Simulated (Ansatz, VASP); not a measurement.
## MgO: VASP beside Ansatz

The input POSCAR:

```
MgO
1.0
    0.8219504554      2.5832728598      2.5832728598
    2.5832728598      0.8219504554      2.5832728598
    2.5832728598      2.5832728598      0.8219504554
Mg O
1 1
Direct
    0.0000000000      0.0000000000      0.0000000000
    0.5000000000      0.5000000000      0.5000000000
```

The input INCAR.step1:

```
SYSTEM = MgO
  PREC = Accurate
  ENCUT = 520
  ISMEAR = 0
  SIGMA = 0.05
  LREAL = .FALSE.
  LASPH = .TRUE.
  NELM = 60
  NBANDS = 11
  GGA = PE
  ALGO = Normal
  EDIFF = 1E-4
  LWAVE = .TRUE.
  LCHARG = .FALSE.
```

INCAR.step2

```
SYSTEM = MgO
  PREC = Accurate
  ENCUT = 520
  EDIFF = 1E-6
  ISMEAR = 0
  SIGMA = 0.05
  LREAL = .FALSE.
  LASPH = .TRUE.
  NELM = 60
  ALGO = Normal
  ISIF = 2
  LWAVE = .FALSE.
  LCHARG = .FALSE.
  METAGGA = R2SCAN
  LMIXTAU = .TRUE.
  NBANDS = 11
  ISTART = 1
```

File KPOINTS:

```
Automatic mesh
0
G
  10 10 10
  0 0 0
```

Input for Ansatz:

```yaml
crystal:
  lattice:
    - [0.8219504554, 2.5832728598, 2.5832728598]
    - [2.5832728598, 0.8219504554, 2.5832728598]
    - [2.5832728598, 2.5832728598, 0.8219504554]
  atoms:
    - { symbol: Mg, position: [0.0, 0.0, 0.0] }
    - { symbol: O, position: [0.5, 0.5, 0.5] }
basis:
  ecutwfc: 500
kpoints:
  mp_grid: { grid: [10, 10, 10] }
hamiltonian:
  xc: r2scan
scf:
  occupations: { method: gaussian, width: 0.05 }
output:
  forces: true
  stress: true
  eigenvalues: true
```

Alike in both runs: task single point; functional r2SCAN; k mesh 10 × 10 × 10; occupations gaussian, width 0.05 eV; no spin polarisation.

|  | VASP | Ansatz |
| --- | --- | --- |
| version | VASP 6.6.1 | Ansatz 0.2.0 |
| potentials or method | VASP PAW PBE potentials, release 64 (Mg, O), cutoff 520 eV | scalar-relativistic, plane waves, PAW |
| valence electrons in the cell | 8 | 16 |

|  | VASP | Ansatz | Ansatz less VASP |
| --- | --- | --- | --- |
| gap on the k mesh at the Fermi level (eV) | none | none | - |
| pressure (GPa) | 19.0 | 19.6 | +0.61 |
| traceless stress, the component that is largest in VASP (GPa) | -71.06 | -70.98 | +0.076 |

VASP's potentials were made for PBE, not for r2SCAN. A gap of «none» marks a metal or a gap that the smearing closes. VASP's potentials hold 8 valence electrons a cell and Ansatz's 16, so a difference there can come from the potentials and not from the codes.
